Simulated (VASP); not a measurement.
Input of a VASP 6.6.1 run:

File INCAR:

```
SYSTEM = Y
PREC = Accurate
ENCUT = 520
EDIFF = 1E-7
ISMEAR = -1
SIGMA = 0.08
LREAL = .False.
LASPH = .True.
NELM = 60
ALGO = Normal
ISIF = 2
LWAVE = .False.
LCHARG = .False.
GGA = PE
NBANDS = 12
```

File KPOINTS:

```
regular mesh
0
Gamma
  13 13 13
  0 0 0
```

File POSCAR:

```
Y
1.0
   -1.9075556370      1.9075556370      1.9075556370
    1.9075556370     -1.9075556370      1.9075556370
    1.9075556370      1.9075556370     -1.9075556370
Y
1
Direct
    0.0000000000      0.0000000000      0.0000000000
```

Potentials or basis: VASP PAW PBE potentials, release 64 (Y_sv).

Launch:

```sh
$ cat potpaw_PBE.64/Y_sv/POTCAR > POTCAR
$ mpirun -np 1 vasp_std > vasp.out
```

**Question.** Predict the pressure.

**Answer.** 8.5 GPa.
